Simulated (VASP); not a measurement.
# Co (P6_3/mmc) in VASP: a series of runs

Runs on Co. Level: PBE. Tasks: electric field gradients.

Everything below comes from runs of VASP 6.6.1. Logs are shortened: lines on timing, memory, paths and dates and some standing lists are left out, and cuts for length are marked.

**1. The cell of the first run**

Symmetry: P6_3/mmc, No. 194, hexagonal system. The conventional cell has a = 2.519 Å, b = 2.519 Å, c = 4.091 Å, α = 90.00°, β = 90.00°, γ = 120.00°. Within 3.3 Å of Co (site symmetry -6m2) lie 12 Co at 2.51 to 2.52 Å.

**2. Electric field gradients, PBE, collinear spin, ferromagnetic start**

INCAR reads:

```
PREC     = Accurate       # precision mode
ENCUT    = 520            # plane-wave cutoff, eV
EDIFF    = 1E-8           # SCF threshold, eV
ISMEAR   = -1             # smearing method
SIGMA    = 0.05           # smearing width, eV
LREAL    = F              # projectors in reciprocal space
LASPH    = T              # aspherical terms in the spheres
NELM     = 150            # most SCF steps
ALGO     = Normal         # electronic algorithm
ISIF     = 2              # what is computed and relaxed
LWAVE    = F              # write WAVECAR
LCHARG   = F              # write CHGCAR
ISPIN    = 2              # spin polarisation
MAGMOM   = 2 2            # initial moments
LORBIT   = 11             # projections on sites
LMAXMIX  = 4              # l up to which the mixer works
GGA      = PE             # functional
LEFG     = T            
NBANDS   = 20             # bands
```

KPOINTS reads:

```
regular mesh
0
Gamma
  19 19 10
```

POSCAR reads:

```
Co
1.0
    2.5190008694      0.0000000000      0.0000000000
   -1.2595004347      2.1815187451      0.0000000000
    0.0000000000      0.0000000000      4.0910000000
Co
2
Direct
    0.3333333333      0.6666666667      0.2500000000
    0.6666666667      0.3333333333      0.7500000000
```

Potentials or basis: VASP PAW PBE potentials, release 64 (Co).

On the command line:

```console
cat potpaw_PBE.64/Co/POTCAR > POTCAR
mpirun -np 1 vasp_std > vasp.out
```

OUTCAR:

```text
PREC = Accurate
   ENCUT = 520
   EDIFF = 1E-8
   ISMEAR = -1
   LREAL = F
   LASPH = T
   NELM = 150
   ISIF = 2
   ISPIN = 2
   LORBIT = 11
   GGA = PE

 ion  position               nearest neighbor table
   1  0.333  0.667  0.250-   2 2.51   2 2.51   2 2.51   2 2.51   2 2.51   2 2.51
   2  0.667  0.333  0.750-   1 2.51   1 2.51   1 2.51   1 2.51   1 2.51   1 2.51

  LATTYP: Found a hexagonal cell.
 ALAT       =     2.5190008694
 C/A-ratio  =     1.6240566050

  Lattice vectors:

 A1 = (   2.5190008694,   0.0000000000,   0.0000000000)
 A2 = (  -1.2595004347,   2.1815187451,   0.0000000000)
 A3 = (   0.0000000000,   0.0000000000,   4.0910000000)

Analysis of symmetry for initial positions (statically):
=====================================================================
 Subroutine PRICEL returns:
 Original cell was already a primitive cell.

 Routine SETGRP: Setting up the symmetry group for a
 hexagonal supercell.

 Subroutine GETGRP returns: Found 24 space group operations
 (whereof 12 operations were pure point group operations)
 out of a pool of 24 trial point group operations.

The static configuration has the point symmetry D_3d.
 The point group associated with its full space group is D_6h.

Analysis of symmetry for dynamics (positions and initial velocities):
=====================================================================
 Subroutine PRICEL returns:
 Original cell was already a primitive cell.

 Routine SETGRP: Setting up the symmetry group for a
 hexagonal supercell.

 Subroutine GETGRP returns: Found 24 space group operations
 (whereof 12 operations were pure point group operations)
 out of a pool of 24 trial point group operations.

The dynamic configuration has the point symmetry D_3d.
 The point group associated with its full space group is D_6h.

Analysis of structural, dynamic, and magnetic symmetry:
=====================================================================
 Subroutine PRICEL returns:
 Original cell was already a primitive cell.

 Routine SETGRP: Setting up the symmetry group for a
 hexagonal supercell.

 Subroutine GETGRP returns: Found 24 space group operations
[... 157 lines left out ...]
 Fermi energy:         9.7650412381

 spin component 1

 k-point     1 :       0.0000    0.0000    0.0000
  band No.  band energies     occupation
      1       1.0644      1.00000
      2       4.7909      1.00000
      3       7.1760      1.00000
      4       7.2178      1.00000
      5       7.2178      1.00000
      6       7.5061      1.00000
[... 541 lines left out ...]
     19      32.4617      0.00000
     20      34.1040      0.00000

 [... further k-points ...]

 spin component 2

 k-point     1 :       0.0000    0.0000    0.0000
  band No.  band energies     occupation
      1       1.0497      1.00000
      2       5.7422      1.00000
      3       8.8254      1.00000
      4       8.8821      1.00000
      5       8.8821      1.00000
      6       9.2230      0.99998
[... 541 lines left out ...]
     19      32.7868      0.00000
     20      34.4373      0.00000

 [... further k-points ...]
[... 5 lines left out ...]
  --------------------------------------------------------------------------------------
  -------------------------------------------------------------------------------------
  Total       -0.9450739     -0.9450739     -1.1437943      0.0000000     -0.0000000      0.0000000
  in kB      -67.3534096    -67.3534096    -81.5157922      0.0000000     -0.0000000      0.0000000
  external PRESSURE =     -72.0742038 kB  Pullay stress =       0.0000000 kB

 VOLUME and BASIS-vectors are now :
 -----------------------------------------------------------------------------
  energy-cutoff  :      520.00
  volume of cell :       22.48
      direct lattice vectors                 reciprocal lattice vectors
     2.519000869  0.000000000  0.000000000     0.396982793  0.229198122  0.000000000
    -1.259500435  2.181518745  0.000000000     0.000000000  0.458396244  0.000000000
     0.000000000  0.000000000  4.091000000     0.000000000  0.000000000  0.244439012

 POSITION                                       TOTAL-FORCE (eV/Angst)
 -----------------------------------------------------------------------------------
     -0.00000      1.45435      1.02275         0.000000      0.000000      0.000000
      1.25950      0.72717      3.06825        -0.000000     -0.000000      0.000000
 -----------------------------------------------------------------------------------
    total drift:                               -0.000000      0.000000     -0.000000

  FREE ENERGIE OF THE ION-ELECTRON SYSTEM (eV)
  ---------------------------------------------------
  free  energy   TOTEN  =       -14.0578269622 eV

  energy  without entropy=      -14.0424576510  energy(sigma->0) =      -14.05014231

 Electric field gradients (V/A^2)
---------------------------------------------------------------------
 ion       V_xx      V_yy      V_zz      V_xy      V_xz      V_yz
---------------------------------------------------------------------
   1       0.907     0.907    -1.814    -0.000     0.000    -0.000
   2       0.907     0.907    -1.814    -0.000    -0.000     0.000
---------------------------------------------------------------------

 Electric field gradients after diagonalization (V/A^2)
 (convention: |V_zz| > |V_xx| > |V_yy|)
----------------------------------------------------------------------
 ion       V_xx      V_yy      V_zz     asymmetry (V_yy - V_xx)/ V_zz
----------------------------------------------------------------------
   1       0.907     0.907    -1.814       0.000
   2       0.907     0.907    -1.814       0.000
----------------------------------------------------------------------

           NMR quadrupolar parameters

 Cq : quadrupolar parameter    Cq=e*Q*V_zz/h
 eta: asymmetry parameters     (V_yy - V_xx)/ V_zz
 Q  : nuclear electric quadrupole moment in mb (millibarn)
----------------------------------------------------------------------
 ion       Cq(MHz)       eta       Q (mb)
----------------------------------------------------------------------
   1      -0.004       0.000       1.000
   2      -0.004       0.000       1.000
----------------------------------------------------------------------

 total charge

# of ion       s       p       d       tot
------------------------------------------
    1        0.474   0.491   7.240   8.206
    2        0.474   0.491   7.240   8.206
--------------------------------------------------
tot          0.948   0.983  14.481  16.412

 magnetization (x)

# of ion       s       p       d       tot
------------------------------------------
    1       -0.014  -0.054   1.731   1.663
    2       -0.014  -0.054   1.731   1.663
--------------------------------------------------
tot         -0.029  -0.108   3.461   3.325
```

OSZICAR:

```text
N       E                     dE             d eps       ncg     rms          rms(c)
DAV:   1     0.852777128227E+02    0.85278E+02   -0.82065E+03 20156   0.122E+03
DAV:   2    -0.115819974366E+02   -0.96860E+02   -0.87044E+02 19444   0.215E+02
DAV:   3    -0.160871037027E+02   -0.45051E+01   -0.42977E+01 21824   0.562E+01
DAV:   4    -0.161558718369E+02   -0.68768E-01   -0.68713E-01 23516   0.613E+00
DAV:   5    -0.161578017926E+02   -0.19300E-02   -0.19299E-02 22144   0.971E-01    0.144E+01
DAV:   6    -0.145458821471E+02    0.16119E+01   -0.80031E+00 21700   0.570E+01    0.731E+00
DAV:   7    -0.140902758954E+02    0.45561E+00   -0.13009E+00 22132   0.212E+01    0.375E+00
DAV:   8    -0.140727549686E+02    0.17521E-01   -0.16403E-02 25008   0.120E+00    0.166E+00
DAV:   9    -0.140583952575E+02    0.14360E-01   -0.33732E-03 30352   0.101E+00    0.452E-01
DAV:  10    -0.140579035333E+02    0.49172E-03   -0.53858E-04 25064   0.277E-01    0.143E-01
DAV:  11    -0.140578292735E+02    0.74260E-04   -0.94127E-05 28284   0.147E-01    0.303E-02
DAV:  12    -0.140578281298E+02    0.11436E-05   -0.96037E-06 20580   0.299E-02    0.171E-02
DAV:  13    -0.140578273794E+02    0.75046E-06   -0.18711E-06 28560   0.147E-02    0.732E-03
DAV:  14    -0.140578272904E+02    0.88964E-07   -0.33628E-07 20888   0.453E-03    0.251E-03
DAV:  15    -0.140578269528E+02    0.33760E-06   -0.11105E-08 18504   0.154E-03    0.893E-04
DAV:  16    -0.140578269622E+02   -0.93803E-08   -0.36376E-09 10352   0.690E-04
   1 F= -.14057827E+02 E0= -.14050142E+02  d E =-.153693E-01  mag=     3.2704
```

It took 5.1 min on 1 thread of Oxide Virtual Turin-like, shared host; peak memory 0.23 GiB.

Results:

```
Free energy                                           : -14.0578 eV
Pressure                                              : -7.2 GPa
Net moment                                            : 3.27 μB per cell
Site moments                                          : Co +1.66 μB
Valence electrons inside the program's atomic spheres : Co 8.21
```

Stress tensor (GPa, compression positive):
```
-6.74  0.00  0.00
 0.00 -6.74  0.00
 0.00  0.00 -8.15
```

Levels at points of the mesh, in eV from the Fermi level:
Spin up:
```tsv
k point	band 9	band 10	band 11	band 12	band 13	band 14
(0.00, 0.00, 0.00)	-1.92	-0.90	-0.90	-0.10	5.98	21.73
(0.00, 0.00, 0.50)	-1.19	-1.19	-1.19	-1.19	14.51	14.51
```
Spin down:
```csv
k point,band 5,band 6,band 7,band 8,band 9,band 10
"(0.00, 0.00, 0.00)",-0.88,-0.54,-0.54,-0.18,-0.12,-0.12
"(0.00, 0.00, 0.50)",-0.94,-0.94,-0.94,-0.94,0.70,0.70
```

Electric field gradients, principal values (V/Å²):
| atom | least | middle | greatest (by size) |
| --- | --- | --- | --- |
| 1 Co | 0.907 | 0.907 | -1.814 |
| 2 Co | 0.907 | 0.907 | -1.814 |

Caveat: without QUAD_EFG the Cq values of the log hold for a quadrupole moment of 1 mb, not for the nuclei.

[end of part 1 of 2]
